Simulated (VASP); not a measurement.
# HF in VASP: further runs

HF is run at these levels: PBE; tasks: single point.

All numbers are computed with VASP 6.6.1; they aren't measurements. Logs are shortened: lines on timing, memory, paths and dates and some standing lists are left out, and cuts for length are marked.

### 1 The cell of the first run

The cell holds a disordered packing, 20 atoms: a = 6.980 Å, b = 6.980 Å, c = 6.980 Å, α = 90.00°, β = 90.00°, γ = 90.00°.

### 2 Single point, PBE

File INCAR:

```
SYSTEM = HF
  PREC = Accurate
  ENCUT = 1010
  EDIFF = 1E-6
  ISMEAR = -1
  SIGMA = 0.05
  LREAL = Auto
  LASPH = .True.
  NELM = 120
  ALGO = Normal
  ISIF = 2
  LWAVE = .False.
  LCHARG = .False.
  GGA = PE
  NBANDS = 56
  GGA_COMPAT = .False.
```

File KPOINTS:

```
Automatic mesh
0
Gamma
  1 1 1
  0 0 0
```

File POSCAR:

```
HF
1.0
    6.9795320000      0.0000000000      0.0000000000
    0.0000000000      6.9795320000      0.0000000000
    0.0000000000      0.0000000000      6.9795320000
F H
10 10
Direct
    0.4944027766      0.1625753704      0.2485410197
    0.6167748783      0.4640282472      0.6012724062
    0.1795965689      0.4519214182      0.3771313034
    0.7118958692      0.5783768883      0.2747318875
    0.9218239848      0.2033087605      0.3891951495
    0.9340597622      0.8308723278      0.9633024105
    0.2066614209      0.0286838716      0.0834583178
    0.3579323084      0.6421490725      1.1443174127
    0.8310585867      0.9442323640      0.6392978784
    0.4040528792      0.7004767655      0.7711548568
    0.3985367500      0.0784723102      0.1913881905
    0.6656176947      0.5147623078      0.4785564419
    0.2591434497      0.4638849711      0.2601607099
    0.5862714004      0.6228497842      0.2441424439
    1.0187645819      0.3041178119      0.3819310521
    0.9025820069      0.8773654165      0.8245251974
    0.0903785526     -0.0476106421      0.0825556785
    0.3690218771      0.6354150966      1.0055258719
    0.8755887931      1.0526923582      0.5575732012
    0.4766651976      0.6103417822      0.7012074735
```

Potentials or basis: VASP PAW PBE potentials, release 64 (F_h, H_h).

Started as:

```sh
cat potpaw_PBE.64/F_h/POTCAR potpaw_PBE.64/H_h/POTCAR > POTCAR
mpirun -np 1 vasp_gam > vasp.out
```

OUTCAR:

```text
SYSTEM = HF
   PREC = Accurate
   ENCUT = 1010
   EDIFF = 1E-6
   ISMEAR = -1
   LREAL = Auto
   LASPH = .True.
   NELM = 120
   ISIF = 2
   GGA = PE

 ion  position               nearest neighbor table
   1  0.494  0.163  0.249-  11 0.98
   2  0.617  0.464  0.601-  12 0.99
   3  0.180  0.452  0.377-  13 0.99
   4  0.712  0.578  0.275-  14 0.95
   5  0.922  0.203  0.389-  15 0.98
   6  0.934  0.831  0.963-  16 1.04
[... 12 lines left out ...]
  19  0.876  0.053  0.558-   9 1.00
  20  0.477  0.610  0.701-  10 0.94

  LATTYP: Found a simple cubic cell.
 ALAT       =     6.9795320000

  Lattice vectors:

 A1 = (   6.9795320000,   0.0000000000,   0.0000000000)
 A2 = (   0.0000000000,   6.9795320000,   0.0000000000)
 A3 = (   0.0000000000,   0.0000000000,   6.9795320000)

Analysis of symmetry for initial positions (statically):
=====================================================================
 Subroutine PRICEL returns:
 Original cell was already a primitive cell.

 Routine SETGRP: Setting up the symmetry group for a
 simple cubic supercell.

 Subroutine GETGRP returns: Found  1 space group operations
 (whereof  1 operations were pure point group operations)
 out of a pool of 48 trial point group operations.

The static configuration has the point symmetry C_1 .

Analysis of symmetry for dynamics (positions and initial velocities):
=====================================================================
 Subroutine PRICEL returns:
 Original cell was already a primitive cell.

 Routine SETGRP: Setting up the symmetry group for a
 simple cubic supercell.

 Subroutine GETGRP returns: Found  1 space group operations
 (whereof  1 operations were pure point group operations)
 out of a pool of 48 trial point group operations.

The dynamic configuration has the point symmetry C_1 .

 Subroutine INISYM returns: Found  1 space group operations
 (whereof  1 operations are pure point group operations),
 and found     1 'primitive' translations

----------------------------------------------------------------------------------------

                                     Primitive cell

  volume of cell :     340.0000

  direct lattice vectors                    reciprocal lattice vectors
     6.979532000  0.000000000  0.000000000     0.143276082  0.000000000  0.000000000
     0.000000000  6.979532000  0.000000000     0.000000000  0.143276082  0.000000000
     0.000000000  0.000000000  6.979532000     0.000000000  0.000000000  0.143276082

  length of vectors
     6.979532000  6.979532000  6.979532000     0.143276082  0.143276082  0.143276082

  position of ions in fractional coordinates (direct lattice)
     0.494402777  0.162575370  0.248541020
     0.616774878  0.464028247  0.601272406
     0.179596569  0.451921418  0.377131303
     0.711895869  0.578376888  0.274731888
     0.921823985  0.203308761  0.389195149
     0.934059762  0.830872328  0.963302410
[... 12 lines left out ...]
     0.875588793  0.052692358  0.557573201
     0.476665198  0.610341782  0.701207473

  ion indices of the primitive-cell ions
   primitive index   ion index
                 1           1
                 2           2
                 3           3
                 4           4
                 5           5
                 6           6
[... 12 lines left out ...]
                19          19
                20          20

----------------------------------------------------------------------------------------

 KPOINTS: Automatic mesh

Automatic generation of k-mesh.
 Grid dimensions read from file:
 generate k-points for:    1    1    1

 Generating k-lattice:

  Cartesian coordinates                     Fractional coordinates (reciprocal lattice)
     0.143276082  0.000000000  0.000000000     1.000000000  0.000000000  0.000000000
     0.000000000  0.143276082  0.000000000     0.000000000  1.000000000  0.000000000
     0.000000000  0.000000000  0.143276082     0.000000000  0.000000000  1.000000000

  Length of vectors
     0.143276082  0.143276082  0.143276082

  Shift w.r.t. Gamma in fractional coordinates (k-lattice)
     0.000000000  0.000000000  0.000000000

 Subroutine IBZKPT returns following result:
 ===========================================

 Found      1 irreducible k-points:

 Following reciprocal coordinates:
            Coordinates               Weight
  0.000000  0.000000  0.000000      1.000000
   k-points           NKPTS =      1   k-points in BZ     NKDIM =      1   number of bands    NBANDS=     56
   number of dos      NEDOS =    301   number of ions     NIONS =     20
   total plane-waves  NPLWV = 373248
   dimension x,y,z NGX =    72 NGY =   72 NGZ =   72
   dimension x,y,z NGXF=   144 NGYF=  144 NGZF=  144
   ions per type =              10  10
   NGX,Y,Z   is equivalent  to a cutoff of  17.15, 17.15, 17.15 a.u.
   NGXF,Y,Z  is equivalent  to a cutoff of  34.30, 34.30, 34.30 a.u.
 SYSTEM =  HF
   PREC   = accura    normal or accurate (medium, high low for compatibility)
   ISTART =      0    job   : 0-new  1-cont  2-samecut
   ICHARG =      2    charge: 1-file 2-atom 10-const
   ISPIN  =      1    spin polarized calculation?
   LNONCOLLINEAR =      F non collinear calculations
   LSORBIT =      F    spin-orbit coupling
   LASPH  =      T    aspherical Exc in radial PAW
   ENCUT  = 1010.0 eV  74.23 Ry    8.62 a.u.  18.09 18.09 18.09*2*pi/ulx,y,z
   NELM   =    120;   NELMIN=  2; NELMDL= -5     # of ELM steps
   EDIFF  = 0.1E-05   stopping-criterion for ELM
   LREAL  =      T    real-space projection
   EDIFFG = 0.1E-04   stopping-criterion for IOM
   NSW    =      0    number of steps for IOM
[... 5 lines left out ...]
   TEBEG  =    0.0;   TEEND  =   0.0 temperature during run
   PSTRESS=    0.0 pullay stress
   NELECT =      80.0000    total number of electrons
   NUPDOWN=      -1.0000    fix difference up-down
   EMIN   =  10.00;   EMAX   =-10.00  energy-range for DOS
   EFERMI =   0.00;   METHOD = LEGACY
   ISMEAR =    -1;   SIGMA  =   0.05  broadening in eV -4-tet -1-fermi 0-gaus
   EFERMI_NEDOS =   21; number of points for ismear=-14 and -15
   IALGO  =     38    algorithm
   IMIX   =      4    mixing-type and parameters
     AMIX     =   0.40;   BMIX     =  1.00
     AMIX_MAG =   1.60;   BMIX_MAG =  1.00
  volume/ion in A,a.u.               =      17.00       114.72
  Fermi-wavevector in a.u.,A,eV,Ry     =   1.010676  1.909900 13.897882  1.021466
  Thomas-Fermi vector in A             =   2.143679
   LORBIT       =      0    0 simple, 1 ext, 2 COOP (PROOUT), +10 PAW based schemes
   GGA     = PE    functional components
   LHFCALC =     F    Hartree Fock is set to
   AEXX    =    0.0000 exact exchange contribution
   IVDW    =     0    specifies the selected vdW correction
   LEPSILON=     F    determine dielectric tensor
   LRPA    =     F    only Hartree local field effects (RPA)
 non-spin polarized calculation
  energy-cutoff  :     1010.00
  volume of cell :      340.00
 maximum number of plane-waves:     12419
   NGX = 37   NGY = 37   NGZ = 37

 number of electron      79.9999999 magnetization

 Free energy of the ion-electron system (eV)
  ---------------------------------------------------
  ext. energy  EPLUGINS =         0.00000000
  ---------------------------------------------------
  free energy    TOTEN  =       -82.58500716 eV

  energy without entropy =      -82.58500716  energy(sigma->0) =      -82.58500716

 E-fermi :  -4.9234     XC(G=0):  -5.5273

 val. band max:       -6.2110471960   @ k =   0.0000   0.0000   0.0000
 cond. band min:       0.1516098839   @ k =   0.0000   0.0000   0.0000
 fundamental gap:      6.3626570799
 Fermi energy:        -4.9234282544

 k-point     1 :       0.0000    0.0000    0.0000
  band No.  band energies     occupation
      1     -29.1955      2.00000
      2     -28.5928      2.00000
      3     -28.1636      2.00000
      4     -28.0261      2.00000
      5     -27.9815      2.00000
      6     -27.5909      2.00000
[... 44 lines left out ...]
     51       5.9401      0.00000
     52       5.9980      0.00000
 [bands above 52 left out]

------------------------ aborting loop because EDIFF is reached ----------------------------------------

  FORCE on cell =-STRESS in cart. coord.  units (eV):
  Direction    XX          YY          ZZ          XY          YZ          ZX
  --------------------------------------------------------------------------------------
  -------------------------------------------------------------------------------------
  Total       -0.8880169     -1.7468776     -4.5022205     -0.8293696      1.8458926      0.2235964
  in kB       -4.1845901     -8.2317877    -21.2157523     -3.9082270      8.6983747      1.0536504
  external PRESSURE =     -11.2107101 kB  Pullay stress =       0.0000000 kB

 VOLUME and BASIS-vectors are now :
 -----------------------------------------------------------------------------
  energy-cutoff  :     1010.00
  volume of cell :      340.00
      direct lattice vectors                 reciprocal lattice vectors
     6.979532000  0.000000000  0.000000000     0.143276082  0.000000000  0.000000000
     0.000000000  6.979532000  0.000000000     0.000000000  0.143276082  0.000000000
     0.000000000  0.000000000  6.979532000     0.000000000  0.000000000  0.143276082

 POSITION                                       TOTAL-FORCE (eV/Angst)
 -----------------------------------------------------------------------------------
      3.45070      1.13470      1.73470        -0.575296     -0.635124     -0.393701
      4.30480      3.23870      4.19660         0.134996      0.442622     -0.423587
      1.25350      3.15420      2.63220         0.575592     -0.156242     -0.950134
      4.96870      4.03680      1.91750        -0.235619      0.188119      0.294899
      6.43390      1.41900      2.71640         0.067653      0.005458      0.208138
      6.51930      5.79910      6.72340        -0.453492      0.527562     -1.783806
[... 12 lines left out ...]
      6.11120      0.36777      3.89160        -0.242540     -0.630681      0.439416
      3.32690      4.25990      4.89410         0.738505     -0.782833     -0.556926
 -----------------------------------------------------------------------------------
    total drift:                               -0.007363      0.002454     -0.003853

  FREE ENERGIE OF THE ION-ELECTRON SYSTEM (eV)
  ---------------------------------------------------
  free  energy   TOTEN  =       -82.5850071561 eV

  energy  without entropy=      -82.5850071561  energy(sigma->0) =      -82.58500716
```

Wall time 50 s (1 thread of Intel Xeon 6975P-C (Granite Rapids), shared host); peak memory 0.77 GiB.

What came out:

- Free energy: -82.5850 eV
- Pressure: -1.1 GPa
- Largest force: 2.008 eV/Å

Forces in eV/Å, atoms in the order of the input:
```
F   -0.575 -0.635 -0.394
F    0.135  0.443 -0.424
F    0.576 -0.156 -0.950
F   -0.236  0.188  0.295
F    0.068  0.005  0.208
F   -0.453  0.528 -1.784
F   -0.366 -0.064  0.056
F    0.356 -0.216 -0.570
F    0.324  0.745 -0.632
F   -0.720  0.467  1.049
H    0.623  0.827  0.494
H   -0.109 -0.493  0.515
H   -0.922  0.045  1.309
H    0.128 -0.011 -0.416
H   -0.031 -0.344  0.089
H    0.429 -0.397  1.921
H    0.225  0.063 -0.491
H    0.054  0.420 -0.158
H   -0.243 -0.631  0.439
H    0.739 -0.783 -0.557
```

Stress tensor (GPa, compression positive):
```
-0.42 -0.39  0.11
-0.39 -0.82  0.87
 0.11  0.87 -2.12
```

Caveat: the k points lie up to 0.90 Å⁻¹ apart, too coarse for converged energies, forces and pressures.

### 3 Single point, PBE

File INCAR:

```
SYSTEM = HF
ALGO     = Normal         ! electronic algorithm
EDIFF    = 1E-6           ! SCF threshold, eV
ENCUT    = 1010           ! plane-wave cutoff, eV
GGA      = PE             ! functional
GGA_COMPAT= .FALSE.      
ISIF     = 2              ! what is computed and relaxed
ISMEAR   = -1             ! smearing method
LASPH    = .TRUE.         ! aspherical terms in the spheres
LCHARG   = .TRUE.         ! write CHGCAR
LELF     = .TRUE.         ! ELF
LREAL    = Auto         
LVHAR    = .TRUE.       
LWAVE    = .FALSE.        ! write WAVECAR
NBANDS   = 56             ! bands
NELM     = 120            ! most SCF steps
PREC     = Accurate       ! precision mode
SIGMA    = 0.05           ! smearing width, eV
```

File KPOINTS:

```
k-points
0
G
  1 1 1
  0 0 0
```

File POSCAR:

```
HF
1.0
    6.9795320000      0.0000000000      0.0000000000
    0.0000000000      6.9795320000      0.0000000000
    0.0000000000      0.0000000000      6.9795320000
F H
10 10
Direct
    0.5614416554      0.0863238395      0.2638858881
    0.5916442535      0.4953197435      0.6655030738
    0.2505612124      0.4154719829      0.3671879433
    0.6722083945      0.6297127085      0.3641075075
    0.9427279651      0.2066757485      0.4190252298
    0.9301196699      0.8660466060      0.9704232318
    0.2070052834      0.0085822373      0.1569016375
    0.3853840057      0.5965872783      1.1036413330
    0.8888991411      0.9016650400      0.6191246061
    0.3655259407      0.7121251110      0.7617989286
    0.4449438730      0.0616373705      0.2058304196
    0.6177061728      0.5277717761      0.5331303016
    0.2755485611      0.4383531733      0.2388412289
    0.5923606339      0.6153277899      0.2547018912
    1.0584807119      0.2764941833      0.4291261936
    0.9040147678      0.8677372638      0.8362021981
    0.0860372873     -0.0192706330      0.0920692104
    0.3786930127      0.6255577021      0.9627149786
    0.8960056348      1.0301836857      0.5668431637
    0.4664066301      0.6237380959      0.7178131714
```

Potentials or basis: VASP PAW PBE potentials, release 64 (F_h, H_h).

Started as:

```sh
cat potpaw_PBE.64/F_h/POTCAR potpaw_PBE.64/H_h/POTCAR > POTCAR
mpirun -np 1 vasp_gam > vasp.out
```

Wall time 2.3 min (1 thread of AMD EPYC 7R43 (Zen 3), shared host); peak memory 0.74 GiB.

The run converged. Its results:

```
Free energy   : -82.6014 eV
Pressure      : 0.8 GPa
Largest force : 1.801 eV/Å
```

Forces in eV/Å, atoms in the order of the input:
```
F    0.900  0.255  0.326
F    0.472 -0.944  0.475
F   -0.501 -0.594  1.625
F    0.167 -0.003 -0.359
F   -0.493 -0.207  0.350
F   -0.107 -0.169  0.765
F   -0.725  0.067 -0.288
F    0.343  0.008 -0.950
F   -0.119  0.306 -0.041
F   -0.600  0.261  1.056
H   -0.923 -0.266 -0.330
H    0.303  0.196 -0.577
H    0.230  0.436 -1.144
H   -0.254  0.079 -0.151
H    0.471  0.248 -0.270
H    0.138  0.348 -0.613
H    0.796 -0.131  0.130
H   -0.237  0.461  0.525
H    0.126 -0.344 -0.183
H    0.012 -0.007 -0.346
```

Stress tensor (GPa, compression positive):
```
 0.80 -0.37 -0.82
-0.37  0.22  0.25
-0.82  0.25  1.32
```

Levels at points of the mesh, in eV from the Fermi level:
```
           k point  band 36  band 37  band 38  band 39  band 40  band 41  band 42  band 43  band 44  band 45
(0.00, 0.00, 0.00)    -2.17    -1.86    -1.73    -1.28    -1.25     5.42     8.05     8.58     8.78     8.96
```

Caveat: the k points lie up to 0.90 Å⁻¹ apart, too coarse for converged energies, forces and pressures; the atoms stand as in a frame of molecular dynamics.
